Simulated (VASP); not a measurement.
# Be3SnCl2 (P6/mmm) in VASP: relaxation of cell and atoms with PBE

Aim: the relaxation of cell and atoms of Be3SnCl2 with PBE.

Everything below comes from runs of VASP 6.6.1. Logs are shortened: lines on timing, memory, paths and dates and some standing lists are left out, and cuts for length are marked.

## 1. The cell of the first run

The structure is hexagonal, space group P6/mmm (No. 191). Conventional cell: a = 5.415 Å, b = 5.415 Å, c = 4.447 Å, α = 90.00°, β = 90.00°, γ = 120.00°. Within 3.6 Å of Be (site symmetry mmm) lie 4 Be at 2.71 Å and 4 Cl at 2.72 Å and 4 Sn at 3.50 Å. Sn (site symmetry 6/mmm) has 6 Cl at 3.13 Å and 12 Be at 3.50 Å within 4.1 Å. Within 3.6 Å of Cl (site symmetry -6m2) lie 6 Be at 2.72 Å and 3 Cl at 3.13 Å and 3 Sn at 3.13 Å.

## 2. Relaxation of cell and atoms, PBE

Input file INCAR:

```
PREC     = Accurate       # precision mode
ENCUT    = 600            # plane-wave cutoff, eV
EDIFF    = 1E-6           # SCF threshold, eV
ISMEAR   = 0              # smearing method
SIGMA    = 0.1            # smearing width, eV
LREAL    = False          # projectors in reciprocal space
LASPH    = True           # aspherical terms in the spheres
NELM     = 100            # most SCF steps
ALGO     = Normal         # electronic algorithm
ISIF     = 3              # what is computed and relaxed
LWAVE    = False          # write WAVECAR
LCHARG   = False          # write CHGCAR
GGA      = PE             # functional
IBRION   = 2              # ionic algorithm
NSW      = 100            # ionic steps
EDIFFG   = -0.01          # ionic threshold
```

Input file KPOINTS:

```
regular mesh
0
Gamma
  12 12 8
```

Input file POSCAR:

```
Be3SnCl2
1.0
    5.4151588200      0.0000000000      0.0000000000
   -2.7075794100      4.6896651000      0.0000000000
    0.0000000000      0.0000000000      4.4474541400
Be Sn Cl
3 1 2
Direct
    0.0000000000      0.5000000000      0.5000000000
    0.5000000000      0.5000000000      0.5000000000
    0.5000000000      0.0000000000      0.5000000000
    0.0000000000      0.0000000000      0.0000000000
    0.6666666700      0.3333333300      0.0000000000
    0.3333333300      0.6666666700      0.0000000000
```

Potentials or basis: VASP PAW PBE potentials, release 64 (Be, Sn_d, Cl).

Run with:

```console
$ cat potpaw_PBE.64/Be/POTCAR potpaw_PBE.64/Sn_d/POTCAR potpaw_PBE.64/Cl/POTCAR > POTCAR
$ mpirun -np 1 vasp_std > vasp.out
```

OUTCAR:

```text
PREC = Accurate
   ENCUT = 600
   EDIFF = 1E-6
   ISMEAR = 0
   LREAL = False
   LASPH = True
   NELM = 100
   ISIF = 3
   GGA = PE
   IBRION = 2
   NSW = 100
   EDIFFG = -0.01

 ion  position               nearest neighbor table
   1  0.000  0.500  0.500-
   2  0.500  0.500  0.500-
   3  0.500  0.000  0.500-
   4  0.000  0.000  0.000-   5 3.13   6 3.13   6 3.13   5 3.13   5 3.13   6 3.13
   5  0.667  0.333  0.000-   4 3.13   4 3.13   4 3.13
   6  0.333  0.667  0.000-   4 3.13   4 3.13   4 3.13

  LATTYP: Found a hexagonal cell.
 ALAT       =     5.4151588200
 C/A-ratio  =     0.8212970825

  Lattice vectors:

 A1 = (   5.4151588200,   0.0000000000,   0.0000000000)
 A2 = (  -2.7075794100,   4.6896651000,   0.0000000000)
 A3 = (   0.0000000000,   0.0000000000,   4.4474541400)

Analysis of symmetry for initial positions (statically):
=====================================================================
 Subroutine PRICEL returns:
 Original cell was already a primitive cell.

 Routine SETGRP: Setting up the symmetry group for a
 hexagonal supercell.

 Subroutine GETGRP returns: Found 24 space group operations
 (whereof 24 operations were pure point group operations)
 out of a pool of 24 trial point group operations.

The static configuration has the point symmetry D_6h.

Analysis of symmetry for dynamics (positions and initial velocities):
=====================================================================
 Subroutine PRICEL returns:
 Original cell was already a primitive cell.

 Routine SETGRP: Setting up the symmetry group for a
 hexagonal supercell.

 Subroutine GETGRP returns: Found 24 space group operations
 (whereof 24 operations were pure point group operations)
 out of a pool of 24 trial point group operations.

The dynamic configuration has the point symmetry D_6h.

 Subroutine INISYM returns: Found 24 space group operations
 (whereof 24 operations are pure point group operations),
 and found     1 'primitive' translations

----------------------------------------------------------------------------------------

                                     Primitive cell

  volume of cell :     112.9443

  direct lattice vectors                    reciprocal lattice vectors
     5.415158820  0.000000000  0.000000000     0.184666791  0.106617421  0.000000000
    -2.707579410  4.689665100  0.000000000     0.000000000  0.213234843  0.000000000
     0.000000000  0.000000000  4.447454140     0.000000000  0.000000000  0.224847737

  length of vectors
     5.415158820  5.415158817  4.447454140     0.213234843  0.213234843  0.224847737

  position of ions in fractional coordinates (direct lattice)
     0.000000000  0.500000000  0.500000000
     0.500000000  0.500000000  0.500000000
     0.500000000  0.000000000  0.500000000
     0.000000000  0.000000000  0.000000000
     0.666666670  0.333333330  0.000000000
     0.333333330  0.666666670  0.000000000

  ion indices of the primitive-cell ions
   primitive index   ion index
                 1           1
                 2           2
                 3           3
                 4           4
                 5           5
                 6           6

----------------------------------------------------------------------------------------

 KPOINTS: regular mesh

Automatic generation of k-mesh.
 Grid dimensions read from file:
 generate k-points for:   12   12    8

 Generating k-lattice:

  Cartesian coordinates                     Fractional coordinates (reciprocal lattice)
     0.015388899  0.008884785  0.000000000     0.083333333 -0.000000000  0.000000000
     0.000000000  0.017769570  0.000000000     0.000000000  0.083333333  0.000000000
     0.000000000  0.000000000  0.028105967     0.000000000  0.000000000  0.125000000

  Length of vectors
     0.017769570  0.017769570  0.028105967

  Shift w.r.t. Gamma in fractional coordinates (k-lattice)
     0.000000000  0.000000000  0.000000000

 Subroutine IBZKPT returns following result:
 ===========================================

 Found     95 irreducible k-points:

 Following reciprocal coordinates:
            Coordinates               Weight
  0.000000  0.000000  0.000000      1.000000
  0.083333  0.000000  0.000000      6.000000
  0.166667  0.000000  0.000000      6.000000
  0.250000  0.000000  0.000000      6.000000
  0.333333  0.000000  0.000000      6.000000
  0.416667  0.000000  0.000000      6.000000
[... 16 lines left out ...]
  0.250000  0.000000  0.125000     12.000000
  0.333333  0.000000  0.125000     12.000000
 [... further k-points ...]
   k-points           NKPTS =     95   k-points in BZ     NKDIM =     95   number of bands    NBANDS=     21
   number of dos      NEDOS =    301   number of ions     NIONS =      6
   total plane-waves  NPLWV =  82944
   dimension x,y,z NGX =    48 NGY =   48 NGZ =   36
   dimension x,y,z NGXF=    96 NGYF=   96 NGZF=   72
   ions per type =               3   1   2
   NGX,Y,Z   is equivalent  to a cutoff of  14.74, 14.74, 13.46 a.u.
   NGXF,Y,Z  is equivalent  to a cutoff of  29.47, 29.47, 26.91 a.u.
 SYSTEM =  unknown system
   PREC   = accura    normal or accurate (medium, high low for compatibility)
   ISTART =      0    job   : 0-new  1-cont  2-samecut
   ICHARG =      2    charge: 1-file 2-atom 10-const
   ISPIN  =      1    spin polarized calculation?
   LNONCOLLINEAR =      F non collinear calculations
   LSORBIT =      F    spin-orbit coupling
   LASPH  =      T    aspherical Exc in radial PAW
   ENCUT  =  600.0 eV  44.10 Ry    6.64 a.u.  10.82 10.82  8.88*2*pi/ulx,y,z
   NELM   =    100;   NELMIN=  2; NELMDL= -5     # of ELM steps
   EDIFF  = 0.1E-05   stopping-criterion for ELM
   LREAL  =      F    real-space projection
   EDIFFG = -.1E-01   stopping-criterion for IOM
   NSW    =    100    number of steps for IOM
   IBRION =      2    ionic relax: 0-MD 1-quasi-New 2-CG
   NFREE  =      1    steps in history (QN), initial steepest desc. (CG)
   ISIF   =      3    stress and relaxation
   ISYM   =      2    0-nonsym 1-usesym 2-fastsym
   POTIM  = 0.5000    time-step for ionic-motion
   TEBEG  =    0.0;   TEEND  =   0.0 temperature during run
   PSTRESS=    0.0 pullay stress
   NELECT =      34.0000    total number of electrons
   NUPDOWN=      -1.0000    fix difference up-down
   EMIN   =  10.00;   EMAX   =-10.00  energy-range for DOS
   EFERMI =   0.00;   METHOD = LEGACY
   ISMEAR =     0;   SIGMA  =   0.10  broadening in eV -4-tet -1-fermi 0-gaus
   EFERMI_NEDOS =   21; number of points for ismear=-14 and -15
   IALGO  =     38    algorithm
   IMIX   =      4    mixing-type and parameters
     AMIX     =   0.40;   BMIX     =  1.00
     AMIX_MAG =   1.60;   BMIX_MAG =  1.00
  volume/ion in A,a.u.               =      18.82       127.03
  Fermi-wavevector in a.u.,A,eV,Ry     =   1.097184  2.073378 16.378879  1.203814
  Thomas-Fermi vector in A             =   2.233540
   LORBIT       =      0    0 simple, 1 ext, 2 COOP (PROOUT), +10 PAW based schemes
   GGA     = PE    functional components
   LHFCALC =     F    Hartree Fock is set to
   AEXX    =    0.0000 exact exchange contribution
   IVDW    =     0    specifies the selected vdW correction
   LEPSILON=     F    determine dielectric tensor
   LRPA    =     F    only Hartree local field effects (RPA)
 conjugate gradient relaxation of ions
 non-spin polarized calculation
 Gauss-broadening in eV      SIGMA  =   0.10
  energy-cutoff  :      600.00
  volume of cell :      112.94
 maximum number of plane-waves:      3798
 NGX is ok and might be reduce to    48
   NGX = 21   NGY = 21   NGZ = 17

--------------------------------------- Ionic step        1  -------------------------------------------

 number of electron      33.9999998 magnetization

 Free energy of the ion-electron system (eV)
  ---------------------------------------------------
  ext. energy  EPLUGINS =         0.00000000
  ---------------------------------------------------
  free energy    TOTEN  =       -14.60518217 eV

  energy without entropy =      -14.59052606  energy(sigma->0) =      -14.59785412

------------------------ aborting loop because EDIFF is reached ----------------------------------------

  FORCE on cell =-STRESS in cart. coord.  units (eV):
  Direction    XX          YY          ZZ          XY          YZ          ZX
  --------------------------------------------------------------------------------------
  -------------------------------------------------------------------------------------
  Total       -3.7940208     -3.7940207      0.8009077      0.0000000     -0.0000000     -0.0000000
  in kB      -53.8202583    -53.8202582     11.3613142      0.0000000     -0.0000000     -0.0000000
  external PRESSURE =     -32.0930674 kB  Pullay stress =       0.0000000 kB
[... 101 lines left out ...]
  FREE ENERGIE OF THE ION-ELECTRON SYSTEM (eV)
  ---------------------------------------------------
  free  energy   TOTEN  =       -14.8830610092 eV

  energy  without entropy=      -14.8718854619  energy(sigma->0) =      -14.87747324

 E-fermi :   5.2276     XC(G=0):  -9.5711

 val. band max:        5.2201736553   @ k =   0.2500   0.0000   0.5000
 cond. band min:       5.2300185010   @ k =   0.3333   0.0000   0.0000
 fundamental gap:      0.0098448457
 Fermi energy:         5.2275992806

 k-point     1 :       0.0000    0.0000    0.0000
  band No.  band energies     occupation
      1     -16.5137      2.00000
      2     -16.5137      2.00000
      3     -16.4620      2.00000
      4     -16.4513      2.00000
      5     -16.4513      2.00000
      6     -12.0393      2.00000
[... 565 lines left out ...]
     20       7.9839      0.00000
     21       8.3836      0.00000

 [... further k-points ...]

[... ionic steps 4 to 12 ...]

--------------------------------------- Ionic step       13  -------------------------------------------

 number of electron      34.0000003 magnetization

------------------------ aborting loop because EDIFF is reached ----------------------------------------
[... 75 lines left out ...]
--------------------------------------- Ionic step       15  -------------------------------------------

 number of electron      34.0000001 magnetization

 Free energy of the ion-electron system (eV)
  ---------------------------------------------------
  ext. energy  EPLUGINS =         0.00000000
  ---------------------------------------------------
  free energy    TOTEN  =       -15.49093540 eV

  energy without entropy =      -15.48601373  energy(sigma->0) =      -15.48847457

 E-fermi :   4.3047     XC(G=0):  -9.1429

 val. band max:        4.2719190784   @ k =   0.5000   0.0000   0.2500
 cond. band min:       4.3088039209   @ k =   0.4167   0.0000   0.2500
 fundamental gap:      0.0368848425
 Fermi energy:         4.3046624246

 k-point     1 :       0.0000    0.0000    0.0000
  band No.  band energies     occupation
      1     -17.4505      2.00000
      2     -17.4505      2.00000
      3     -17.4318      2.00000
      4     -17.4225      2.00000
      5     -17.4225      2.00000
      6     -12.4364      2.00000
[... 565 lines left out ...]
     20       6.9005      0.00000
     21       7.6456      0.00000

 [... further k-points ...]
[... 5 lines left out ...]
  --------------------------------------------------------------------------------------
  -------------------------------------------------------------------------------------
  Total       -0.0030841     -0.0030841     -0.0076209     -0.0000000      0.0000000      0.0000000
  in kB       -0.0418081     -0.0418081     -0.1033111     -0.0000000      0.0000000      0.0000000
  external PRESSURE =      -0.0623091 kB  Pullay stress =       0.0000000 kB
[... 21 lines left out ...]
  FREE ENERGIE OF THE ION-ELECTRON SYSTEM (eV)
  ---------------------------------------------------
  free  energy   TOTEN  =       -15.4909354041 eV

  energy  without entropy=      -15.4860137289  energy(sigma->0) =      -15.48847457

 reached required accuracy - stopping structural energy minimisation
```

Wall time 18 min (1 thread of Intel Xeon 6975P-C (Granite Rapids), shared host); peak memory 0.51 GiB.

What came out:

- Free energy: -15.4909 eV
- Relaxed volume: 19.70 Å³/atom
- Relaxed cell: a = 4.944 Å, b = 4.944 Å, c = 5.584 Å, α = 90.00°, β = 90.00°, γ = 120.00°
- Space group after relaxing (to 0.05 Å): P6/mmm (No. 191)
- Energy gained by relaxing: 147.6 meV/atom
- Ionic steps: 15
- Pressure after relaxing: 0.0 GPa
- Band gap on the k mesh: zero (band 17 reaches 5.22 eV, above the bottom of band 18 at 3.97 eV)

Step by step:
| step | energy change (eV) | largest force (eV/Å) | pressure (GPa) | volume (Å³) |
| --- | --- | --- | --- | --- |
| 1 | 0.0000 | 0.0000 | -3.21 | 112.94 |
| 2 | -0.1967 | 0.0000 | -0.66 | 106.84 |
| 3 | -0.2779 | 0.0000 | 2.39 | 101.48 |
| 4 | -0.4550 | 0.0000 | 3.33 | 102.07 |
| 5 | -0.5226 | 0.0000 | 8.68 | 102.44 |
| 6 | -0.6018 | 0.0000 | 5.99 | 102.53 |
| 7 | -0.7423 | 0.0000 | 4.22 | 106.86 |
| 8 | -0.8721 | 0.0000 | 0.36 | 119.25 |
| 9 | -0.8765 | 0.0000 | 0.81 | 117.33 |
| 10 | -0.8765 | 0.0000 | 0.91 | 117.03 |
| 11 | -0.8841 | 0.0000 | 0.44 | 117.32 |
| 12 | -0.8853 | 0.0000 | 0.19 | 117.49 |
| 13 | -0.8853 | 0.0000 | 0.19 | 117.49 |
| 14 | -0.8856 | 0.0000 | 0.13 | 117.73 |
| 15 | -0.8858 | 0.0000 | -0.01 | 118.19 |

Final structure:
```
Be Sn Cl
1.0
     4.94350    0.00000    0.00000
    -2.47175    4.28120    0.00000
     0.00000    0.00000    5.58434
Be Sn Cl
3 1 2
Direct
  0.00000 0.50000 0.50000
  0.50000 0.50000 0.50000
  0.50000 0.00000 0.50000
  0.00000 0.00000 0.00000
  0.66667 0.33333 0.00000
  0.33333 0.66667 0.00000
```

Caveat: spin-orbit coupling is left out, which moves the levels of the heavy elements.
